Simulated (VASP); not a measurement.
# SrO (Fm-3m) in VASP: notebook

The runs below take SrO through single point, with PBE.

All numbers are computed with VASP 6.6.1; they aren't measurements. Logs are shortened: lines on timing, memory, paths and dates and some standing lists are left out, and cuts for length are marked.

## (1) The cell of the first run

It takes space group Fm-3m (No. 225, cubic). The conventional cell has a = 5.161 Å, b = 5.161 Å, c = 5.161 Å, α = 90.00°, β = 90.00°, γ = 90.00°. Sr (site symmetry m-3m) has 6 O at 2.58 Å within 3.4 Å. O (site symmetry m-3m) has 6 Sr at 2.58 Å within 3.4 Å.

## (2) Single point, PBE

File INCAR:

```
SYSTEM = SrO
  ALGO = Normal
  EDIFF = 1E-6
  ENCUT = 600
  GGA = PE
  GGA_COMPAT = .False.
  ISIF = 2
  ISMEAR = -1
  LASPH = .True.
  LCHARG = .True.
  LELF = .True.
  LREAL = .False.
  LVHAR = .True.
  LWAVE = .False.
  NBANDS = 15
  NELM = 120
  PREC = Accurate
  SIGMA = 0.1
```

File KPOINTS:

```
k-points
0
Gamma
  6 6 6
  0 0 0
```

File POSCAR:

```
SrO
1.0
    0.0000000000      2.5806600000      2.5806600000
    2.5806600000      0.0000000000      2.5806600000
    2.5806600000      2.5806600000      0.0000000000
Sr O
1 1
Direct
    0.0000000000      0.0000000000      0.0000000000
    0.5000000000      0.5000000000      0.5000000000
```

Potentials or basis: VASP PAW PBE potentials, release 64 (Sr_sv, O).

Launch:

```sh
cat potpaw_PBE.64/Sr_sv/POTCAR potpaw_PBE.64/O/POTCAR > POTCAR
mpirun -np 1 vasp_std > vasp.out
```

OUTCAR:

```text
SYSTEM = SrO
   EDIFF = 1E-6
   ENCUT = 600
   GGA = PE
   ISIF = 2
   ISMEAR = -1
   LASPH = .True.
   LREAL = .False.
   NELM = 120
   PREC = Accurate

 ion  position               nearest neighbor table
   1  0.000  0.000  0.000-   2 2.58   2 2.58   2 2.58   2 2.58   2 2.58   2 2.58
   2  0.500  0.500  0.500-   1 2.58   1 2.58   1 2.58   1 2.58   1 2.58   1 2.58

  LATTYP: Found a face centered cubic cell.
 ALAT       =     5.1613200000

  Lattice vectors:

 A1 = (   0.0000000000,   2.5806600000,   2.5806600000)
 A2 = (   2.5806600000,   0.0000000000,   2.5806600000)
 A3 = (   2.5806600000,   2.5806600000,   0.0000000000)

Analysis of symmetry for initial positions (statically):
=====================================================================
 Subroutine PRICEL returns:
 Original cell was already a primitive cell.

 Routine SETGRP: Setting up the symmetry group for a
 face centered cubic supercell.

 Subroutine GETGRP returns: Found 48 space group operations
 (whereof 48 operations were pure point group operations)
 out of a pool of 48 trial point group operations.

The static configuration has the point symmetry O_h .

Analysis of symmetry for dynamics (positions and initial velocities):
=====================================================================
 Subroutine PRICEL returns:
 Original cell was already a primitive cell.

 Routine SETGRP: Setting up the symmetry group for a
 face centered cubic supercell.

 Subroutine GETGRP returns: Found 48 space group operations
 (whereof 48 operations were pure point group operations)
 out of a pool of 48 trial point group operations.

The dynamic configuration has the point symmetry O_h .

 Subroutine INISYM returns: Found 48 space group operations
 (whereof 48 operations are pure point group operations),
 and found     1 'primitive' translations

----------------------------------------------------------------------------------------

                                     Primitive cell

  volume of cell :      34.3734

  direct lattice vectors                    reciprocal lattice vectors
     0.000000000  2.580660000  2.580660000    -0.193748886  0.193748886  0.193748886
     2.580660000  0.000000000  2.580660000     0.193748886 -0.193748886  0.193748886
     2.580660000  2.580660000  0.000000000     0.193748886  0.193748886 -0.193748886

  length of vectors
     3.649604372  3.649604372  3.649604372     0.335582914  0.335582914  0.335582914

  position of ions in fractional coordinates (direct lattice)
     0.000000000  0.000000000  0.000000000
     0.500000000  0.500000000  0.500000000

  ion indices of the primitive-cell ions
   primitive index   ion index
                 1           1
                 2           2

----------------------------------------------------------------------------------------

 KPOINTS: k-points

Automatic generation of k-mesh.
 Grid dimensions read from file:
 generate k-points for:    6    6    6

 Generating k-lattice:

  Cartesian coordinates                     Fractional coordinates (reciprocal lattice)
    -0.032291481  0.032291481  0.032291481     0.166666667  0.000000000  0.000000000
     0.032291481 -0.032291481  0.032291481     0.000000000  0.166666667  0.000000000
     0.032291481  0.032291481 -0.032291481     0.000000000  0.000000000  0.166666667

  Length of vectors
     0.055930486  0.055930486  0.055930486

  Shift w.r.t. Gamma in fractional coordinates (k-lattice)
     0.000000000  0.000000000  0.000000000

 Subroutine IBZKPT returns following result:
 ===========================================

 Found     16 irreducible k-points:

 Following reciprocal coordinates:
            Coordinates               Weight
  0.000000  0.000000  0.000000      1.000000
  0.166667  0.000000  0.000000      8.000000
  0.333333  0.000000  0.000000      8.000000
  0.500000  0.000000  0.000000      4.000000
  0.166667  0.166667  0.000000      6.000000
  0.333333  0.166667  0.000000     24.000000
[... 8 lines left out ...]
 -0.333333  0.333333  0.166667     24.000000
 -0.333333  0.500000  0.166667     12.000000
   k-points           NKPTS =     16   k-points in BZ     NKDIM =     16   number of bands    NBANDS=     15
   number of dos      NEDOS =    301   number of ions     NIONS =      2
   total plane-waves  NPLWV =  27000
   dimension x,y,z NGX =    30 NGY =   30 NGZ =   30
   dimension x,y,z NGXF=    60 NGYF=   60 NGZF=   60
   ions per type =               1   1
   NGX,Y,Z   is equivalent  to a cutoff of  13.67, 13.67, 13.67 a.u.
   NGXF,Y,Z  is equivalent  to a cutoff of  27.33, 27.33, 27.33 a.u.
 SYSTEM =  SrO
   PREC   = accura    normal or accurate (medium, high low for compatibility)
   ISTART =      0    job   : 0-new  1-cont  2-samecut
   ICHARG =      2    charge: 1-file 2-atom 10-const
   ISPIN  =      1    spin polarized calculation?
   LNONCOLLINEAR =      F non collinear calculations
   LSORBIT =      F    spin-orbit coupling
   LASPH  =      T    aspherical Exc in radial PAW
   ENCUT  =  600.0 eV  44.10 Ry    6.64 a.u.   7.29  7.29  7.29*2*pi/ulx,y,z
   NELM   =    120;   NELMIN=  2; NELMDL= -5     # of ELM steps
   EDIFF  = 0.1E-05   stopping-criterion for ELM
   LREAL  =      F    real-space projection
   EDIFFG = 0.1E-04   stopping-criterion for IOM
   NSW    =      0    number of steps for IOM
   IBRION =     -1    ionic relax: 0-MD 1-quasi-New 2-CG
   NFREE  =      0    steps in history (QN), initial steepest desc. (CG)
   ISIF   =      2    stress and relaxation
   ISYM   =      2    0-nonsym 1-usesym 2-fastsym
   POTIM  = 0.5000    time-step for ionic-motion
   TEBEG  =    0.0;   TEEND  =   0.0 temperature during run
   PSTRESS=    0.0 pullay stress
   NELECT =      16.0000    total number of electrons
   NUPDOWN=      -1.0000    fix difference up-down
   EMIN   =  10.00;   EMAX   =-10.00  energy-range for DOS
   EFERMI =   0.00;   METHOD = LEGACY
   ISMEAR =    -1;   SIGMA  =   0.10  broadening in eV -4-tet -1-fermi 0-gaus
   EFERMI_NEDOS =   21; number of points for ismear=-14 and -15
   IALGO  =     38    algorithm
   IMIX   =      4    mixing-type and parameters
     AMIX     =   0.40;   BMIX     =  1.00
     AMIX_MAG =   1.60;   BMIX_MAG =  1.00
  volume/ion in A,a.u.               =      17.19       115.98
  Fermi-wavevector in a.u.,A,eV,Ry     =   1.268744  2.397579 21.901456  1.609712
  Thomas-Fermi vector in A             =   2.401823
   LORBIT       =      0    0 simple, 1 ext, 2 COOP (PROOUT), +10 PAW based schemes
   GGA     = PE    functional components
   LHFCALC =     F    Hartree Fock is set to
   AEXX    =    0.0000 exact exchange contribution
   IVDW    =     0    specifies the selected vdW correction
   LEPSILON=     F    determine dielectric tensor
   LRPA    =     F    only Hartree local field effects (RPA)
 non-spin polarized calculation
  energy-cutoff  :      600.00
  volume of cell :       34.37
 maximum number of plane-waves:      1167
 NGX is ok and might be reduce to    30
   NGX = 15   NGY = 15   NGZ = 15

 number of electron      15.9999998 magnetization

 Free energy of the ion-electron system (eV)
  ---------------------------------------------------
  ext. energy  EPLUGINS =         0.00000000
  ---------------------------------------------------
  free energy    TOTEN  =       -12.04994254 eV

  energy without entropy =      -12.04994252  energy(sigma->0) =      -12.04994253

 E-fermi :   3.3313     XC(G=0):  -9.9731

 val. band max:        1.6096296545   @ k =   0.0000   0.0000   0.0000
 cond. band min:       4.8814504724   @ k =   0.5000   0.5000   0.0000
 fundamental gap:      3.2718208179
 Fermi energy:         3.3313402213

 k-point     1 :       0.0000    0.0000    0.0000
  band No.  band energies     occupation
      1     -30.8185      2.00000
      2     -13.4663      2.00000
      3     -12.4679      2.00000
      4     -12.4679      2.00000
      5     -12.4679      2.00000
      6       1.6096      2.00000
      7       1.6096      2.00000
      8       1.6096      2.00000
      9       5.5133      0.00000
     10       7.7960      0.00000
     11       7.7960      0.00000
     12       7.7960      0.00000
     13       9.9380      0.00000
     14       9.9380      0.00000
     15      14.2670      0.00000

 k-point     2 :       0.1667    0.0000    0.0000
  band No.  band energies     occupation
      1     -30.7861      2.00000
      2     -14.0277      2.00000
      3     -12.4882      2.00000
      4     -12.4882      2.00000
      5     -11.9869      2.00000
      6       0.8931      2.00000
      7       1.2878      2.00000
      8       1.2878      2.00000
      9       6.6572      0.00000
     10       7.5975      0.00000
     11       8.3229      0.00000
     12       8.3229      0.00000
     13      10.6222      0.00000
     14      10.6222      0.00000
     15      15.8995      0.00000

 k-point     3 :       0.3333    0.0000    0.0000
  band No.  band energies     occupation
      1     -30.7204      2.00000
      2     -14.7050      2.00000
      3     -12.5280      2.00000
      4     -12.5280      2.00000
      5     -11.4707      2.00000
      6      -0.1229      2.00000
      7       0.7366      2.00000
      8       0.7366      2.00000
      9       7.7646      0.00000
     10       8.7942      0.00000
     11       9.5964      0.00000
     12       9.5964      0.00000
     13      12.1610      0.00000
     14      12.1610      0.00000
     15      17.3363      0.00000

 k-point     4 :       0.5000    0.0000    0.0000
  band No.  band energies     occupation
      1     -30.6870      2.00000
      2     -14.9717      2.00000
      3     -12.5475      2.00000
      4     -12.5475      2.00000
      5     -11.2845      2.00000
      6      -0.5387      2.00000
      7       0.4942      2.00000
      8       0.4942      2.00000
      9       8.1132      0.00000
     10       9.9765      0.00000
     11      10.3920      0.00000
     12      10.3920      0.00000
     13      13.4160      0.00000
     14      13.4160      0.00000
     15      16.2305      0.00000
[... 163 lines left out ...]
 k-point    14 :       0.5000    0.3333    0.1667
  band No.  band energies     occupation
      1     -30.6789      2.00000
      2     -14.4568      2.00000
      3     -12.8694      2.00000
      4     -12.7068      2.00000
      5     -11.8012      2.00000
      6       0.2789      2.00000
      7       0.7921      2.00000
      8       1.2439      2.00000
      9       6.6476      0.00000
     10       8.7669      0.00000
     11      10.3394      0.00000
     12      10.9727      0.00000
     13      12.3231      0.00000
     14      13.5848      0.00000
     15      15.8318      0.00000

 k-point    15 :      -0.3333    0.3333    0.1667
  band No.  band energies     occupation
      1     -30.6573      2.00000
      2     -14.4438      2.00000
      3     -12.9804      2.00000
      4     -12.8392      2.00000
      5     -11.7740      2.00000
      6       0.2956      2.00000
      7       0.9359      2.00000
      8       0.9945      2.00000
      9       7.7828      0.00000
     10       7.9085      0.00000
     11      10.5054      0.00000
     12      11.6309      0.00000
     13      12.9581      0.00000
     14      14.4615      0.00000
     15      15.1941      0.00000

 k-point    16 :      -0.3333    0.5000    0.1667
  band No.  band energies     occupation
      1     -30.6477      2.00000
      2     -14.0238      2.00000
      3     -13.2550      2.00000
      4     -12.9700      2.00000
      5     -12.0585      2.00000
      6       0.7359      2.00000
      7       1.1337      2.00000
      8       1.2633      2.00000
      9       6.2446      0.00000
     10       9.1399      0.00000
     11       9.9842      0.00000
     12      12.5172      0.00000
     13      12.6225      0.00000
     14      14.4443      0.00000
     15      14.9743      0.00000

------------------------ aborting loop because EDIFF is reached ----------------------------------------

  FORCE on cell =-STRESS in cart. coord.  units (eV):
  Direction    XX          YY          ZZ          XY          YZ          ZX
  --------------------------------------------------------------------------------------
  -------------------------------------------------------------------------------------
  Total        0.4697193      0.4697193      0.4697193      0.0000000      0.0000000     -0.0000000
  in kB       21.8940756     21.8940756     21.8940756      0.0000000      0.0000000     -0.0000000
  external PRESSURE =      21.8940756 kB  Pullay stress =       0.0000000 kB

 VOLUME and BASIS-vectors are now :
 -----------------------------------------------------------------------------
  energy-cutoff  :      600.00
  volume of cell :       34.37
      direct lattice vectors                 reciprocal lattice vectors
     0.000000000  2.580660000  2.580660000    -0.193748886  0.193748886  0.193748886
     2.580660000  0.000000000  2.580660000     0.193748886 -0.193748886  0.193748886
     2.580660000  2.580660000  0.000000000     0.193748886  0.193748886 -0.193748886

 POSITION                                       TOTAL-FORCE (eV/Angst)
 -----------------------------------------------------------------------------------
      0.00000      0.00000      0.00000        -0.000000     -0.000000      0.000000
      2.58066      2.58066      2.58066         0.000000      0.000000     -0.000000
 -----------------------------------------------------------------------------------
    total drift:                                0.000000      0.000000      0.000000

  FREE ENERGIE OF THE ION-ELECTRON SYSTEM (eV)
  ---------------------------------------------------
  free  energy   TOTEN  =       -12.0499425427 eV

  energy  without entropy=      -12.0499425239  energy(sigma->0) =      -12.04994253
```

It took 23 s on 1 thread of Intel Xeon 8259CL, shared host; peak memory 0.17 GiB.

Results:

* Free energy: -12.0499 eV
* Pressure: 2.2 GPa
* Band gap on the k mesh: 3.27 eV, indirect (least direct gap 3.37 eV)

## (3) Single point, PBE

File INCAR:

```
ALGO = Normal ; EDIFF = 1E-6
ENCUT = 600 ; GGA = PE
GGA_COMPAT = False ; ISIF = 2
ISMEAR = -1 ; LASPH = True
LCHARG = False ; LREAL = False
LWAVE = False ; NBANDS = 15
NELM = 120 ; PREC = Accurate
SIGMA = 0.1
```

File KPOINTS:

```
k-points
0
Gamma
  6 6 6
```

POSCAR is that of step 2.

Potentials or basis: VASP PAW PBE potentials, release 64 (Sr_sv, O).

Launch:

```sh
cat potpaw_PBE.64/Sr_sv/POTCAR potpaw_PBE.64/O/POTCAR > POTCAR
mpirun -np 1 vasp_std > vasp.out
```

OUTCAR:

```text
EDIFF = 1E-6
   ENCUT = 600
   GGA = PE
   ISIF = 2
   ISMEAR = -1
   LASPH = True
   LREAL = False
   NELM = 120
   PREC = Accurate

 ion  position               nearest neighbor table
   1  0.000  0.000  0.000-   2 2.58   2 2.58   2 2.58   2 2.58   2 2.58   2 2.58
   2  0.500  0.500  0.500-   1 2.58   1 2.58   1 2.58   1 2.58   1 2.58   1 2.58

  LATTYP: Found a face centered cubic cell.
 ALAT       =     5.1613200000

  Lattice vectors:

[... 463 lines left out ...]

------------------------ aborting loop because EDIFF is reached ----------------------------------------

  FORCE on cell =-STRESS in cart. coord.  units (eV):
  Direction    XX          YY          ZZ          XY          YZ          ZX
  --------------------------------------------------------------------------------------
  -------------------------------------------------------------------------------------
  Total        0.4697193      0.4697193      0.4697193      0.0000000      0.0000000     -0.0000000
  in kB       21.8940756     21.8940756     21.8940756      0.0000000      0.0000000     -0.0000000
  external PRESSURE =      21.8940756 kB  Pullay stress =       0.0000000 kB

 VOLUME and BASIS-vectors are now :
 -----------------------------------------------------------------------------
  energy-cutoff  :      600.00
  volume of cell :       34.37
      direct lattice vectors                 reciprocal lattice vectors
     0.000000000  2.580660000  2.580660000    -0.193748886  0.193748886  0.193748886
     2.580660000  0.000000000  2.580660000     0.193748886 -0.193748886  0.193748886
     2.580660000  2.580660000  0.000000000     0.193748886  0.193748886 -0.193748886

 POSITION                                       TOTAL-FORCE (eV/Angst)
 -----------------------------------------------------------------------------------
      0.00000      0.00000      0.00000        -0.000000     -0.000000      0.000000
      2.58066      2.58066      2.58066         0.000000      0.000000     -0.000000
 -----------------------------------------------------------------------------------
    total drift:                                0.000000      0.000000      0.000000

  FREE ENERGIE OF THE ION-ELECTRON SYSTEM (eV)
  ---------------------------------------------------
  free  energy   TOTEN  =       -12.0499425427 eV

  energy  without entropy=      -12.0499425239  energy(sigma->0) =      -12.04994253
```

OSZICAR:

```text
N       E                     dE             d eps       ncg     rms          rms(c)
DAV:   1     0.780632798902E+02    0.78063E+02   -0.93059E+03   480   0.117E+03
DAV:   2    -0.104686162783E+02   -0.88532E+02   -0.81901E+02   671   0.232E+02
DAV:   3    -0.141902001911E+02   -0.37216E+01   -0.37079E+01   662   0.438E+01
DAV:   4    -0.142485138020E+02   -0.58314E-01   -0.58310E-01   625   0.534E+00
DAV:   5    -0.142498639321E+02   -0.13501E-02   -0.13501E-02   592   0.675E-01    0.161E+01
DAV:   6    -0.122024410758E+02    0.20474E+01   -0.67304E+00   487   0.194E+01    0.190E+01
DAV:   7    -0.120592658713E+02    0.14318E+00   -0.30572E-01   550   0.490E+00    0.110E+01
DAV:   8    -0.120479833087E+02    0.11283E-01   -0.12034E-01   620   0.347E+00    0.427E-01
DAV:   9    -0.120493239295E+02   -0.13406E-02   -0.58646E-03   598   0.487E-01    0.235E-01
DAV:  10    -0.120497799287E+02   -0.45600E-03   -0.45681E-04   536   0.203E-01    0.875E-02
DAV:  11    -0.120499238598E+02   -0.14393E-03   -0.14501E-04   515   0.902E-02    0.278E-02
DAV:  12    -0.120499425007E+02   -0.18641E-04   -0.28489E-05   522   0.395E-02    0.248E-02
DAV:  13    -0.120499425427E+02   -0.41927E-07   -0.16386E-06   514   0.112E-02
   1 F= -.12049943E+02 E0= -.12049943E+02  d E =-.188204E-07
```

stdout:

```text
POSCAR found type information on POSCAR SrO
 POSCAR found :  2 types and       2 ions
 scaLAPACK will be used
 LDA part: xc-table for (Slater+PW92), standard interpolation
 POSCAR, INCAR and KPOINTS ok, starting setup
 FFT: planning ... GRIDC
 FFT: planning ... GRID_SOFT
 FFT: planning ... GRID
 WAVECAR not read
 entering main loop
```

Run time: 24 s. Hardware: 1 thread of Intel Xeon 8259CL, shared host; peak memory 0.17 GiB.

Results:

- Free energy: -12.0499 eV
- Pressure: 2.2 GPa
- Band gap on the k mesh: 3.27 eV, indirect (least direct gap 3.37 eV)

A k mesh can miss the band edges. Expect the measured gap to be larger: semilocal functionals such as PBE lack the derivative discontinuity.
